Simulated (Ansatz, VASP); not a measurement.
Mo in VASP and in Ansatz

```
Mo
1.0
    -1.55656    1.55656    1.55656
     1.55656   -1.55656    1.55656
     1.55656    1.55656   -1.55656
Mo
1
Direct
  0.00000 0.00000 0.00000
```

Alike in both runs: functional LDA; k mesh 14 × 14 × 14; occupations fermi-dirac, width 0.1 eV; no spin polarisation.

Ansatz relaxed the structure, and its values are those at the end. VASP's run is a single point on that final structure, the one shown.

```csv
,VASP,Ansatz
version,VASP 6.6.1,Ansatz 0.2.0
potentials or method,"VASP PAW LDA potentials, release 64 (Mo_sv), cutoff 520 eV","plane waves (420 eV) with PAW, scalar-relativistic"
valence electrons in the cell,14,14
```

Ansatz gave:

| Item | Value |
| --- | --- |
| pressure (GPa) | 0.0 |

What did VASP give for the same quantities?

Pressure (GPa): 1.2.

Ansatz warns that its potentials were made for another functional, while VASP's fit it. LDA's correlation is that of Perdew and Zunger in VASP and of Perdew and Wang (1992) in Ansatz.
